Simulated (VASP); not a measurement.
# PbO (P4/nmm) in VASP: a series of runs

The runs below take PbO through single point, with PBE.

All numbers are computed with VASP 6.6.1; they aren't measurements. Logs are shortened: lines on timing, memory, paths and dates and some standing lists are left out, and cuts for length are marked.

## (1) The cell of the first run

It takes space group P4/nmm (No. 129, tetragonal). Conventional cell: a = 4.173 Å, b = 4.173 Å, c = 5.148 Å, α = 90.00°, β = 90.00°, γ = 90.00°. Pb (site symmetry 4mm) has 4 O at 2.41 Å within 3.2 Å. O (site symmetry -4m2) has 4 Pb at 2.41 Å and 4 O at 2.95 Å within 3.2 Å.

## (2) Single point, PBE (strain +0.050 along x and y, +0.025 along z)

Input file INCAR:

```
SYSTEM = PbO
ALGO     = Normal         ! electronic algorithm
EDIFF    = 1E-7           ! SCF threshold, eV
ENCUT    = 520            ! plane-wave cutoff, eV
GGA      = PE             ! functional
ISIF     = 2              ! what is computed and relaxed
ISMEAR   = 0              ! smearing method
LASPH    = .True.         ! aspherical terms in the spheres
LCHARG   = .True.         ! write CHGCAR
LELF     = .True.         ! ELF
LREAL    = .False.        ! projectors in reciprocal space
LVHAR    = .True.       
LWAVE    = .False.        ! write WAVECAR
NBANDS   = 28             ! bands
NELM     = 80             ! most SCF steps
PREC     = Accurate       ! precision mode
SIGMA    = 0.05           ! smearing width, eV
```

Input file KPOINTS:

```
k-points
0
Gamma
  8 8 6
  0 0 0
```

Input file POSCAR:

```
PbO
1.0
    4.1731200000      0.0000000000      0.0000000000
    0.0000000000      4.1731200000      0.0000000000
    0.0000000000      0.0000000000      5.1475500000
Pb O
2 2
Direct
    0.0000000000      0.5000000000      0.2351000000
    0.5000000000      0.0000000000      0.7649000000
    0.0000000000      0.0000000000      0.0000000000
    0.5000000000      0.5000000000      0.0000000000
```

Potentials or basis: VASP PAW PBE potentials, release 64 (Pb_d, O).

Started as:

```
$ cat potpaw_PBE.64/Pb_d/POTCAR potpaw_PBE.64/O/POTCAR > POTCAR
$ mpirun -np 1 vasp_std > vasp.out
```

OUTCAR:

```text
SYSTEM = PbO
   EDIFF = 1E-7
   ENCUT = 520
   GGA = PE
   ISIF = 2
   ISMEAR = 0
   LASPH = .True.
   LREAL = .False.
   NELM = 80
   PREC = Accurate

 ion  position               nearest neighbor table
   1  0.000  0.500  0.235-   3 2.41   4 2.41   3 2.41   4 2.41   2 3.82   2 3.82   2 3.82   2 3.82
                             2 4.02   2 4.02   2 4.02   2 4.02
   2  0.500  0.000  0.765-   3 2.41   4 2.41   4 2.41   3 2.41   1 3.82   1 3.82   1 3.82   1 3.82
                             1 4.02   1 4.02   1 4.02   1 4.02
   3  0.000  0.000  0.000-   1 2.41   2 2.41   1 2.41   2 2.41
   4  0.500  0.500  0.000-   1 2.41   2 2.41   2 2.41   1 2.41

  LATTYP: Found a simple tetragonal cell.
 ALAT       =     4.1731200000
 C/A-ratio  =     1.2335015528

  Lattice vectors:

 A1 = (   4.1731200000,   0.0000000000,   0.0000000000)
 A2 = (   0.0000000000,   4.1731200000,   0.0000000000)
 A3 = (   0.0000000000,   0.0000000000,   5.1475500000)

Analysis of symmetry for initial positions (statically):
=====================================================================
 Subroutine PRICEL returns:
 Original cell was already a primitive cell.

 Routine SETGRP: Setting up the symmetry group for a
 simple tetragonal supercell.

 Subroutine GETGRP returns: Found 16 space group operations
 (whereof  8 operations were pure point group operations)
 out of a pool of 16 trial point group operations.

The static configuration has the point symmetry D_2d.
 The point group associated with its full space group is D_4h.

Analysis of symmetry for dynamics (positions and initial velocities):
=====================================================================
 Subroutine PRICEL returns:
 Original cell was already a primitive cell.

 Routine SETGRP: Setting up the symmetry group for a
 simple tetragonal supercell.

 Subroutine GETGRP returns: Found 16 space group operations
 (whereof  8 operations were pure point group operations)
 out of a pool of 16 trial point group operations.

The dynamic configuration has the point symmetry D_2d.
 The point group associated with its full space group is D_4h.

 Subroutine INISYM returns: Found 16 space group operations
 (whereof  8 operations are pure point group operations),
 and found     1 'primitive' translations

----------------------------------------------------------------------------------------

                                     Primitive cell

  volume of cell :      89.6442

  direct lattice vectors                    reciprocal lattice vectors
     4.173120000  0.000000000  0.000000000     0.239628863  0.000000000  0.000000000
     0.000000000  4.173120000  0.000000000     0.000000000  0.239628863  0.000000000
     0.000000000  0.000000000  5.147550000     0.000000000  0.000000000  0.194267176

  length of vectors
     4.173120000  4.173120000  5.147550000     0.239628863  0.239628863  0.194267176

  position of ions in fractional coordinates (direct lattice)
     0.000000000  0.500000000  0.235100000
     0.500000000  0.000000000  0.764900000
     0.000000000  0.000000000  0.000000000
     0.500000000  0.500000000  0.000000000

  ion indices of the primitive-cell ions
   primitive index   ion index
                 1           1
                 2           2
                 3           3
                 4           4

----------------------------------------------------------------------------------------

 KPOINTS: k-points

Automatic generation of k-mesh.
 Grid dimensions read from file:
 generate k-points for:    8    8    6

 Generating k-lattice:

  Cartesian coordinates                     Fractional coordinates (reciprocal lattice)
     0.029953608  0.000000000  0.000000000     0.125000000  0.000000000  0.000000000
     0.000000000  0.029953608  0.000000000     0.000000000  0.125000000  0.000000000
     0.000000000  0.000000000  0.032377863     0.000000000  0.000000000  0.166666667

  Length of vectors
     0.029953608  0.029953608  0.032377863

  Shift w.r.t. Gamma in fractional coordinates (k-lattice)
     0.000000000  0.000000000  0.000000000

 Subroutine IBZKPT returns following result:
 ===========================================

 Found     60 irreducible k-points:

 Following reciprocal coordinates:
            Coordinates               Weight
  0.000000  0.000000  0.000000      1.000000
  0.125000  0.000000  0.000000      4.000000
  0.250000  0.000000  0.000000      4.000000
  0.375000  0.000000  0.000000      4.000000
  0.500000  0.000000  0.000000      2.000000
  0.125000  0.125000  0.000000      4.000000
[... 16 lines left out ...]
  0.375000  0.125000  0.166667     16.000000
  0.500000  0.125000  0.166667      8.000000
 [... further k-points ...]
   k-points           NKPTS =     60   k-points in BZ     NKDIM =     60   number of bands    NBANDS=     28
   number of dos      NEDOS =    301   number of ions     NIONS =      4
   total plane-waves  NPLWV =  40960
   dimension x,y,z NGX =    32 NGY =   32 NGZ =   40
   dimension x,y,z NGXF=    64 NGYF=   64 NGZF=   80
   ions per type =               2   2
   NGX,Y,Z   is equivalent  to a cutoff of  12.75, 12.75, 12.92 a.u.
   NGXF,Y,Z  is equivalent  to a cutoff of  25.50, 25.50, 25.84 a.u.
 SYSTEM =  PbO
   PREC   = accura    normal or accurate (medium, high low for compatibility)
   ISTART =      0    job   : 0-new  1-cont  2-samecut
   ICHARG =      2    charge: 1-file 2-atom 10-const
   ISPIN  =      1    spin polarized calculation?
   LNONCOLLINEAR =      F non collinear calculations
   LSORBIT =      F    spin-orbit coupling
   LASPH  =      T    aspherical Exc in radial PAW
   ENCUT  =  520.0 eV  38.22 Ry    6.18 a.u.   7.76  7.76  9.57*2*pi/ulx,y,z
   NELM   =     80;   NELMIN=  2; NELMDL= -5     # of ELM steps
   EDIFF  = 0.1E-06   stopping-criterion for ELM
   LREAL  =      F    real-space projection
   EDIFFG = 0.1E-05   stopping-criterion for IOM
   NSW    =      0    number of steps for IOM
   IBRION =     -1    ionic relax: 0-MD 1-quasi-New 2-CG
   NFREE  =      0    steps in history (QN), initial steepest desc. (CG)
   ISIF   =      2    stress and relaxation
   ISYM   =      2    0-nonsym 1-usesym 2-fastsym
   POTIM  = 0.5000    time-step for ionic-motion
   TEBEG  =    0.0;   TEEND  =   0.0 temperature during run
   PSTRESS=    0.0 pullay stress
   NELECT =      40.0000    total number of electrons
   NUPDOWN=      -1.0000    fix difference up-down
   EMIN   =  10.00;   EMAX   =-10.00  energy-range for DOS
   EFERMI =   0.00;   METHOD = LEGACY
   ISMEAR =     0;   SIGMA  =   0.05  broadening in eV -4-tet -1-fermi 0-gaus
   EFERMI_NEDOS =   21; number of points for ismear=-14 and -15
   IALGO  =     38    algorithm
   IMIX   =      4    mixing-type and parameters
     AMIX     =   0.40;   BMIX     =  1.00
     AMIX_MAG =   1.60;   BMIX_MAG =  1.00
  volume/ion in A,a.u.               =      22.41       151.24
  Fermi-wavevector in a.u.,A,eV,Ry     =   1.250991  2.364029 21.292812  1.564978
  Thomas-Fermi vector in A             =   2.384959
   LORBIT       =      0    0 simple, 1 ext, 2 COOP (PROOUT), +10 PAW based schemes
   GGA     = PE    functional components
   LHFCALC =     F    Hartree Fock is set to
   AEXX    =    0.0000 exact exchange contribution
   IVDW    =     0    specifies the selected vdW correction
   LEPSILON=     F    determine dielectric tensor
   LRPA    =     F    only Hartree local field effects (RPA)
 non-spin polarized calculation
 Gauss-broadening in eV      SIGMA  =   0.05
  energy-cutoff  :      520.00
  volume of cell :       89.64
 maximum number of plane-waves:      2430
 NGX is ok and might be reduce to    32
   NGX = 15   NGY = 15   NGZ = 19

 number of electron      39.9999998 magnetization

 Free energy of the ion-electron system (eV)
  ---------------------------------------------------
  ext. energy  EPLUGINS =         0.00000000
  ---------------------------------------------------
  free energy    TOTEN  =       -21.41056938 eV

  energy without entropy =      -21.41056938  energy(sigma->0) =      -21.41056938

 E-fermi :   3.9916     XC(G=0):  -9.2363

 val. band max:        3.7391848267   @ k =   0.1250   0.0000   0.0000
 cond. band min:       5.1782244911   @ k =   0.5000   0.5000   0.0000
 fundamental gap:      1.4390396644
 Fermi energy:         3.9916002673

 k-point     1 :       0.0000    0.0000    0.0000
  band No.  band energies     occupation
      1     -13.5177      2.00000
      2     -13.3247      2.00000
      3     -12.0468      2.00000
      4     -12.0468      2.00000
      5     -12.0177      2.00000
      6     -11.9654      2.00000
[... 20 lines left out ...]
     27      11.2307      0.00000
     28      11.8371      0.00000

 k-point     2 :       0.1250    0.0000    0.0000
  band No.  band energies     occupation
      1     -13.5013      2.00000
      2     -13.3269      2.00000
      3     -12.0419      2.00000
      4     -12.0395      2.00000
      5     -12.0112      2.00000
      6     -11.9600      2.00000
[... 20 lines left out ...]
     27      11.4080      0.00000
     28      12.6133      0.00000

 k-point     3 :       0.2500    0.0000    0.0000
  band No.  band energies     occupation
      1     -13.4619      2.00000
      2     -13.3354      2.00000
      3     -12.0283      2.00000
      4     -12.0197      2.00000
      5     -11.9916      2.00000
      6     -11.9549      2.00000
[... 20 lines left out ...]
     27      11.6544      0.00000
     28      14.1302      0.00000

 k-point     4 :       0.3750    0.0000    0.0000
  band No.  band energies     occupation
      1     -13.4181      2.00000
      2     -13.3534      2.00000
      3     -12.0088      2.00000
      4     -11.9960      2.00000
      5     -11.9685      2.00000
      6     -11.9600      2.00000
[... 578 lines left out ...]
     27      12.3783      0.00000
     28      13.8945      0.00000

 k-point    23 :       0.3750    0.1250    0.1667
  band No.  band energies     occupation
      1     -13.4143      2.00000
      2     -13.3545      2.00000
      3     -12.0104      2.00000
      4     -11.9898      2.00000
      5     -11.9691      2.00000
      6     -11.9550      2.00000
[... 20 lines left out ...]
     27      12.6667      0.00000
     28      13.3081      0.00000

 k-point    24 :       0.5000    0.1250    0.1667
  band No.  band energies     occupation
      1     -13.3812      2.00000
      2     -13.3812      2.00000
      3     -11.9944      2.00000
      4     -11.9944      2.00000
      5     -11.9663      2.00000
      6     -11.9663      2.00000
[... 20 lines left out ...]
     27      12.9630      0.00000
     28      12.9630      0.00000

 [... further k-points ...]

------------------------ aborting loop because EDIFF is reached ----------------------------------------

  FORCE on cell =-STRESS in cart. coord.  units (eV):
  Direction    XX          YY          ZZ          XY          YZ          ZX
  --------------------------------------------------------------------------------------
  -------------------------------------------------------------------------------------
  Total       -2.5772764     -2.5772764     -1.7661855      0.0000000      0.0000000      0.0000000
  in kB      -46.0626866    -46.0626866    -31.5663651      0.0000000      0.0000000      0.0000000
  external PRESSURE =     -41.2305794 kB  Pullay stress =       0.0000000 kB

 VOLUME and BASIS-vectors are now :
 -----------------------------------------------------------------------------
  energy-cutoff  :      520.00
  volume of cell :       89.64
      direct lattice vectors                 reciprocal lattice vectors
     4.173120000  0.000000000  0.000000000     0.239628863  0.000000000  0.000000000
     0.000000000  4.173120000  0.000000000     0.000000000  0.239628863  0.000000000
     0.000000000  0.000000000  5.147550000     0.000000000  0.000000000  0.194267176

 POSITION                                       TOTAL-FORCE (eV/Angst)
 -----------------------------------------------------------------------------------
      0.00000      2.08656      1.21019        -0.000000     -0.000000     -0.877471
      2.08656      0.00000      3.93736        -0.000000     -0.000000      0.877471
      0.00000      0.00000      0.00000        -0.000000     -0.000000     -0.000000
      2.08656      2.08656      0.00000         0.000000      0.000000     -0.000000
 -----------------------------------------------------------------------------------
    total drift:                                0.000000     -0.000000     -0.000000

  FREE ENERGIE OF THE ION-ELECTRON SYSTEM (eV)
  ---------------------------------------------------
  free  energy   TOTEN  =       -21.4105693769 eV

  energy  without entropy=      -21.4105693769  energy(sigma->0) =      -21.41056938
```

Wall time 3.2 min (1 thread of Intel Xeon 8259CL, shared host); peak memory 0.27 GiB.

What came out:

- Free energy: -21.4106 eV
- Pressure: -4.1 GPa
- Largest force: 0.877 eV/Å
- Band gap on the k mesh: 1.44 eV (least direct gap 2.01 eV)

Forces in eV/Å, atoms in the order of the input:
```
Pb   0.000  0.000 -0.877
Pb   0.000  0.000  0.877
O    0.000  0.000  0.000
O    0.000  0.000  0.000
```

Levels at points of the mesh, in eV from the valence-band top:
| k point | band 17 | band 18 | band 19 | band 20 | band 21 | band 22 | band 23 | band 24 |
| --- | --- | --- | --- | --- | --- | --- | --- | --- |
| (0.00, 0.00, 0.00) | -1.15 | -1.14 | -1.14 | -0.02 | 2.18 | 5.31 | 5.39 | 5.39 |
| (0.50, 0.00, 0.00) | -2.32 | -2.32 | -1.15 | -1.15 | 3.28 | 3.28 | 6.10 | 6.10 |
| (0.50, 0.50, 0.00) | -1.36 | -1.36 | -0.57 | -0.57 | 1.44 | 1.44 | 5.23 | 5.23 |
| (0.00, 0.00, 0.50) | -1.19 | -1.16 | -1.16 | -0.43 | 1.85 | 3.97 | 4.00 | 4.00 |
| (0.50, 0.00, 0.50) | -2.29 | -2.29 | -0.64 | -0.64 | 3.04 | 3.04 | 5.96 | 5.96 |
| (0.50, 0.50, 0.50) | -1.87 | -1.87 | -0.57 | -0.57 | 3.59 | 3.59 | 4.50 | 4.50 |

Caveat: the cell differs from its parent crystal (strain +0.050 along x and y, +0.025 along z); the cell stands under tension; spin-orbit coupling is left out, which moves the levels of the heavy elements.

[end of part 1 of 2]
